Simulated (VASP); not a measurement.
Write the native input for VASP 6.6.1 that does the following.

```
Task                   : single point
Functional             : BLYP
Dispersion             : D3(BJ)
Potentials or basis    : VASP PAW PBE potentials, release 64 (Co, Si)
Cutoff                 : 520 eV
k mesh                 : 8 × 8 × 8
Occupations            : gaussian, width 0.05 eV
Spin                   : collinear spin, ferromagnetic start
Starting moments       : [0.05, 0.0, 0.0] μB
Dipole correction      : no
Further INCAR settings : ALGO = Normal; EDIFF = 1e-06; NBANDS = 20
```

The structure of CoSi2 lies in POSCAR:

```
CoSi2
1.0
    0.0000000000      2.6308532188      2.6308532188
    2.6308532188      0.0000000000      2.6308532188
    2.6308532188      2.6308532188      0.0000000000
Co Si
1 2
Direct
    0.0000000000      0.0000000000      0.0000000000
    0.2500000000      0.2500000000      0.2500000000
    0.7500000000      0.7500000000      0.7500000000
```

This cell differs from its parent crystal: volume scaled by 0.98.

These files were run (other wordings do the same):

INCAR

```
PREC = Accurate
ENCUT = 520
EDIFF = 1E-6
ISMEAR = 0
SIGMA = 0.05
LREAL = F
LASPH = T
NELM = 150
ALGO = Normal
ISIF = 2
LWAVE = F
LCHARG = F
ISPIN = 2
MAGMOM = 0.05 0 0
LORBIT = 11
LMAXMIX = 4
GGA = B5
ALDAX = 1.0
AGGAX = 1.0
AGGAC = 1.0
ALDAC = 0.0
IVDW = 12
VDW_S6 = 1.0
VDW_S8 = 2.6996
VDW_A1 = 0.4298
VDW_A2 = 4.2359
NBANDS = 20
```

KPOINTS

```
regular mesh
0
Gamma
  8 8 8
```

Potentials or basis: VASP PAW PBE potentials, release 64 (Co, Si).

The run is started by

```bash
$ cat potpaw_PBE.64/Co/POTCAR potpaw_PBE.64/Si/POTCAR > POTCAR
$ mpirun -np 1 vasp_std > vasp.out
```

Results of the run:

```
Pressure                                              : 4.6 GPa
Net moment                                            : 0.00 μB per cell
Valence electrons inside the program's atomic spheres : Co 9.03; Si 1.64
Dispersion energy per atom                            : -1.050 eV
```

Caveat: the PAW data sets were made with another functional, which shifts forces and pressure a little; pairwise dispersion overbinds metals, which lowers pressure and volume.

Run time: 44 s on 1 thread of Intel(R) Xeon(R) Platinum 8488C (Sapphire Rapids) (shared host), peak memory 0.19 GiB.
